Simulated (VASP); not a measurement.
# In3GaAs4 (P-4m2) in VASP: relaxation of cell and atoms with PBE

Aim: the relaxation of cell and atoms of In3GaAs4 with PBE.

All numbers are computed with VASP 6.6.1; they aren't measurements. Logs are shortened: lines on timing, memory, paths and dates and some standing lists are left out, and cuts for length are marked.

### Step 1. The cell of the first run

The structure is tetragonal, space group P-4m2 (No. 115). Conventional cell: a = 4.320 Å, b = 4.320 Å, c = 12.069 Å, α = 90.00°, β = 90.00°, γ = 90.00°. In (site symmetry 2mm) has 4 As at 2.67 Å within 3.5 Å. In (site symmetry -4m2) has 4 As at 2.67 Å within 3.5 Å. Within 3.4 Å of Ga (site symmetry -4m2) lie 4 As at 2.54 Å. Within 3.4 Å of As (site symmetry 2mm) lie 2 Ga at 2.54 Å and 2 In at 2.67 Å. Within 3.5 Å of As (site symmetry 2mm) lie 4 In at 2.67 Å.

### Step 2. Relaxation of cell and atoms, PBE

Input file INCAR:

```
SYSTEM = In3GaAs4
PREC = Accurate
ENCUT = 600
EDIFF = 1E-7
ISMEAR = 0
SIGMA = 0.1
LREAL = .False.
LASPH = .True.
NELM = 60
ALGO = Fast
ISIF = 3
LWAVE = .False.
LCHARG = .False.
GGA = PE
IBRION = 2
NSW = 100
EDIFFG = -0.01
KPAR = 4
```

Input file KPOINTS:

```
regular mesh
0
Gamma
  10 10 4
  0 0 0
```

Input file POSCAR:

```
In3GaAs4
1.0
    4.3199737120      0.0000000000      0.0000000000
    0.0000000000      4.3199737120      0.0000000000
    0.0000000000      0.0000000000     12.0691958715
In Ga As
3 1 4
Direct
    0.5000000000      0.5000000000      0.2412076746
    0.0000000000      0.0000000000      0.5000000000
    0.5000000000      0.5000000000      0.7587923254
    0.0000000000      0.0000000000      0.0000000000
    0.5000000000      0.0000000000      0.1111461416
    0.0000000000      0.5000000000      0.3705527425
    0.5000000000      0.0000000000      0.6294472575
    0.0000000000      0.5000000000      0.8888538584
```

Potentials or basis: VASP PAW PBE potentials, release 64 (In_d, Ga_d, As).

Run with:

```
cat potpaw_PBE.64/In_d/POTCAR potpaw_PBE.64/Ga_d/POTCAR potpaw_PBE.64/As/POTCAR > POTCAR
mpirun -np 4 vasp_std > vasp.out
```

OUTCAR:

```text
SYSTEM = In3GaAs4
   PREC = Accurate
   ENCUT = 600
   EDIFF = 1E-7
   ISMEAR = 0
   LREAL = .False.
   LASPH = .True.
   NELM = 60
   ISIF = 3
   GGA = PE
   IBRION = 2
   NSW = 100
   EDIFFG = -0.01

 ion  position               nearest neighbor table
   1  0.500  0.500  0.241-   6 2.67   6 2.67   5 2.67   5 2.67
   2  0.000  0.000  0.500-   6 2.67   7 2.67   6 2.67   7 2.67
   3  0.500  0.500  0.759-   7 2.67   7 2.67   8 2.67   8 2.67
   4  0.000  0.000  0.000-   5 2.54   8 2.54   8 2.54   5 2.54
   5  0.500  0.000  0.111-   4 2.54   4 2.54   1 2.67   1 2.67
   6  0.000  0.500  0.371-   1 2.67   1 2.67   2 2.67   2 2.67
   7  0.500  0.000  0.629-   3 2.67   3 2.67   2 2.67   2 2.67
   8  0.000  0.500  0.889-   4 2.54   4 2.54   3 2.67   3 2.67

  LATTYP: Found a simple tetragonal cell.
 ALAT       =     4.3199737120
 C/A-ratio  =     2.7938123415

  Lattice vectors:

 A1 = (   4.3199737120,   0.0000000000,   0.0000000000)
 A2 = (   0.0000000000,   4.3199737120,   0.0000000000)
 A3 = (   0.0000000000,   0.0000000000,  12.0691958715)

Analysis of symmetry for initial positions (statically):
=====================================================================
 Subroutine PRICEL returns:
 Original cell was already a primitive cell.

 Routine SETGRP: Setting up the symmetry group for a
 simple tetragonal supercell.

 Subroutine GETGRP returns: Found  8 space group operations
 (whereof  8 operations were pure point group operations)
 out of a pool of 16 trial point group operations.

The static configuration has the point symmetry D_2d.

Analysis of symmetry for dynamics (positions and initial velocities):
=====================================================================
 Subroutine PRICEL returns:
 Original cell was already a primitive cell.

 Routine SETGRP: Setting up the symmetry group for a
 simple tetragonal supercell.

 Subroutine GETGRP returns: Found  8 space group operations
 (whereof  8 operations were pure point group operations)
 out of a pool of 16 trial point group operations.

The dynamic configuration has the point symmetry D_2d.

 Subroutine INISYM returns: Found  8 space group operations
 (whereof  8 operations are pure point group operations),
 and found     1 'primitive' translations
[... 111 lines left out ...]
   IBRION =      2    ionic relax: 0-MD 1-quasi-New 2-CG
   NFREE  =      1    steps in history (QN), initial steepest desc. (CG)
   ISIF   =      3    stress and relaxation
   ISYM   =      2    0-nonsym 1-usesym 2-fastsym
   POTIM  = 0.5000    time-step for ionic-motion
   TEBEG  =    0.0;   TEEND  =   0.0 temperature during run
   PSTRESS=    0.0 pullay stress
   NELECT =      72.0000    total number of electrons
   NUPDOWN=      -1.0000    fix difference up-down
   EMIN   =  10.00;   EMAX   =-10.00  energy-range for DOS
   EFERMI =   0.00;   METHOD = LEGACY
   ISMEAR =     0;   SIGMA  =   0.10  broadening in eV -4-tet -1-fermi 0-gaus
   EFERMI_NEDOS =   21; number of points for ismear=-14 and -15
   IALGO  =     68    algorithm
   IMIX   =      4    mixing-type and parameters
     AMIX     =   0.40;   BMIX     =  1.00
     AMIX_MAG =   1.60;   BMIX_MAG =  1.00
  volume/ion in A,a.u.               =      28.15       190.00
  Fermi-wavevector in a.u.,A,eV,Ry     =   1.119366  2.115295 17.047834  1.252980
  Thomas-Fermi vector in A             =   2.256005
   LORBIT       =      0    0 simple, 1 ext, 2 COOP (PROOUT), +10 PAW based schemes
   GGA     = PE    functional components
   LHFCALC =     F    Hartree Fock is set to
   AEXX    =    0.0000 exact exchange contribution
   IVDW    =     0    specifies the selected vdW correction
   LEPSILON=     F    determine dielectric tensor
   LRPA    =     F    only Hartree local field effects (RPA)
 conjugate gradient relaxation of ions
 non-spin polarized calculation
 RMM-DIIS sequential band-by-band and
 Gauss-broadening in eV      SIGMA  =   0.10
  energy-cutoff  :      600.00
  volume of cell :      225.24
 maximum number of plane-waves:      7553
 NGX is ok and might be reduce to    36
   NGX = 17   NGY = 17   NGZ = 49

--------------------------------------- Ionic step        1  -------------------------------------------

 number of electron      72.0000012 magnetization

 Free energy of the ion-electron system (eV)
  ---------------------------------------------------
  ext. energy  EPLUGINS =         0.00000000
  ---------------------------------------------------
  free energy    TOTEN  =       -31.30945536 eV

  energy without entropy =      -31.30885550  energy(sigma->0) =      -31.30915543

------------------------ aborting loop because EDIFF is reached ----------------------------------------

  FORCE on cell =-STRESS in cart. coord.  units (eV):
  Direction    XX          YY          ZZ          XY          YZ          ZX
  --------------------------------------------------------------------------------------
  -------------------------------------------------------------------------------------
  Total       -0.3944334     -0.3944334      0.4901397      0.0000000      0.0000000      0.0000000
  in kB       -2.8057163     -2.8057163      3.4865018      0.0000000      0.0000000      0.0000000
  external PRESSURE =      -0.7083103 kB  Pullay stress =       0.0000000 kB
[... 113 lines left out ...]
--------------------------------------- Ionic step        4  -------------------------------------------

 number of electron      72.0000023 magnetization

 Free energy of the ion-electron system (eV)
  ---------------------------------------------------
  ext. energy  EPLUGINS =         0.00000000
  ---------------------------------------------------
  free energy    TOTEN  =       -31.31472404 eV

  energy without entropy =      -31.31415993  energy(sigma->0) =      -31.31444199

 E-fermi :   3.8421     XC(G=0):  -8.9199

 val. band max:        3.7904059792   @ k =   0.0000   0.0000   0.0000
 cond. band min:       4.3724798283   @ k =   0.5000   0.0000   0.0000
 fundamental gap:      0.5820738491
 Fermi energy:         3.8421484311

 k-point     1 :       0.0000    0.0000    0.0000
  band No.  band energies     occupation
      1     -11.0189      2.00000
      2     -10.9775      2.00000
      3     -10.9775      2.00000
      4     -10.9544      2.00000
      5     -10.9155      2.00000
      6     -10.6434      2.00000
[... 1093 lines left out ...]
     42       7.5368      0.00000
     43       7.7326      0.00000

 [... further k-points ...]

------------------------ aborting loop because EDIFF is reached ----------------------------------------

  FORCE on cell =-STRESS in cart. coord.  units (eV):
  Direction    XX          YY          ZZ          XY          YZ          ZX
  --------------------------------------------------------------------------------------
  -------------------------------------------------------------------------------------
  Total        0.0378921      0.0378921      0.0058393      0.0000000      0.0000000      0.0000000
  in kB        0.2694626      0.2694626      0.0415253      0.0000000      0.0000000      0.0000000
  external PRESSURE =       0.1934835 kB  Pullay stress =       0.0000000 kB
[... 23 lines left out ...]
  FREE ENERGIE OF THE ION-ELECTRON SYSTEM (eV)
  ---------------------------------------------------
  free  energy   TOTEN  =       -31.3147240437 eV

  energy  without entropy=      -31.3141599342  energy(sigma->0) =      -31.31444199

 reached required accuracy - stopping structural energy minimisation
```

Run time: 32 min. Hardware: 4 MPI ranks of Oxide Virtual Turin-like, shared host; peak memory 0.84 GiB.

Results:

```yaml
Free_energy: -31.3147 eV
Relaxed_volume: 28.16 Å³/atom
Relaxed_cell: a = 4.295 Å, b = 4.295 Å, c = 12.215 Å, α = 90.00°, β = 90.00°, γ = 90.00°
Space_group_after_relaxing_to_0.1_Å: P-4m2 (No. 115)
Energy_gained_by_relaxing: 0.7 meV/atom
Ionic_steps: 4
Pressure_after_relaxing: 0.0 GPa
Largest_force_after_relaxing: 0.007 eV/Å
Band_gap_on_the_k_mesh: zero (filled and empty bands touch)
```

Forces in eV/Å, atoms in the order of the input:
```
In   0.000  0.000  0.007
In   0.000  0.000  0.000
In   0.000  0.000 -0.007
Ga   0.000  0.000  0.000
As   0.000  0.000  0.006
As   0.000  0.000  0.006
As   0.000  0.000 -0.006
As   0.000  0.000 -0.006
```

Step by step:
```csv
step,energy change (eV),largest force (eV/Å),pressure (GPa),volume (Å³)
1,0.0000,0.0240,-0.07,225.24
2,-0.0028,0.0146,0.02,224.83
3,-0.0047,0.0175,0.18,224.14
4,-0.0053,0.0074,0.02,225.30
```

Final structure:
```yaml
crystal:
  lattice:
    - [4.29476, 0.00000, 0.00000]
    - [0.00000, 4.29476, 0.00000]
    - [0.00000, 0.00000, 12.21472]
  atoms:
    - { symbol: In, position: [0.50000, 0.50000, 0.24138] }
    - { symbol: In, position: [0.00000, 0.00000, 0.50000] }
    - { symbol: In, position: [0.50000, 0.50000, 0.75862] }
    - { symbol: Ga, position: [0.00000, 0.00000, 0.00000] }
    - { symbol: As, position: [0.50000, 0.00000, 0.11144] }
    - { symbol: As, position: [0.00000, 0.50000, 0.37062] }
    - { symbol: As, position: [0.50000, 0.00000, 0.62938] }
    - { symbol: As, position: [0.00000, 0.50000, 0.88856] }
```

Levels at points of the mesh, in eV from the Fermi level:
| k point | band 33 | band 34 | band 35 | band 36 | band 37 | band 38 | band 39 | band 40 |
| --- | --- | --- | --- | --- | --- | --- | --- | --- |
| (0.00, 0.00, 0.00) | -1.27 | -0.55 | -0.15 | -0.05 | -0.05 | 1.52 | 1.59 | 2.19 |
| (0.50, 0.00, 0.00) | -1.01 | -0.93 | -0.87 | -0.85 | 0.53 | 0.83 | 2.15 | 2.62 |
| (0.50, 0.50, 0.00) | -2.33 | -2.27 | -2.27 | -2.19 | 1.55 | 1.55 | 1.79 | 1.94 |
| (0.00, 0.00, 0.50) | -0.63 | -0.63 | -0.46 | -0.46 | 1.20 | 1.36 | 1.77 | 1.77 |
| (0.50, 0.00, 0.50) | -1.48 | -0.92 | -0.87 | -0.87 | 1.23 | 1.76 | 1.80 | 1.89 |
| (0.50, 0.50, 0.50) | -2.56 | -2.50 | -2.50 | -2.48 | 2.40 | 2.40 | 2.48 | 2.48 |

Caveat: semilocal functionals underestimate gaps, and a narrow one can read as zero; spin-orbit coupling is left out, which moves the levels of the heavy elements.

The gap in the log of VASP goes by the Fermi energy; the results here count the filled bands.